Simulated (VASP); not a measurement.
LiCl: single point with PBE

LiCl:

```
CELL_PARAMETERS angstrom
0.00000 2.54912 2.54912
2.54912 0.00000 2.54912
2.54912 2.54912 0.00000
ATOMIC_POSITIONS crystal
Li 0.00000 0.00000 0.00000
Cl 0.50000 0.50000 0.50000
```

This cell differs from its parent crystal: volume scaled by 0.97.

| Quantity | Value |
| --- | --- |
| Program | VASP 6.6.1 |
| Task | single point |
| Functional | PBE |
| Potentials or basis | VASP PAW PBE potentials, release 64 (Li_sv, Cl) |
| Cutoff | 520 eV |
| k mesh | 8 × 8 × 8 |
| Occupations | gaussian, width 0.02 eV |
| Spin | no spin polarisation |
| Dipole correction | no |
| Further INCAR settings | ALGO = Normal; EDIFF = 1e-06; NBANDS = 12 |

```
Band gap on the k mesh : 6.45 eV, direct
```

Levels at points of the mesh, in eV from the valence-band top:
| k point | band 1 | band 2 | band 3 | band 4 | band 5 | band 6 | band 7 | band 8 | band 9 | band 10 |
| --- | --- | --- | --- | --- | --- | --- | --- | --- | --- | --- |
| (0.00, 0.00, 0.00) | -43.49 | -13.46 | 0.00 | 0.00 | 0.00 | 6.45 | 11.95 | 11.95 | 11.95 | 14.64 |
| (0.50, 0.00, 0.00) | -43.49 | -12.87 | -2.89 | -0.26 | -0.26 | 6.78 | 9.51 | 9.51 | 13.17 | 17.03 |
| (0.50, 0.50, 0.00) | -43.49 | -12.61 | -2.98 | -1.13 | -1.13 | 7.93 | 8.27 | 12.60 | 14.26 | 14.26 |

Run time: 5 s on 1 thread of Intel(R) Xeon(R) 6975P-C (Granite Rapids) (shared host), peak memory 0.14 GiB.

 A k mesh can miss the band edges.
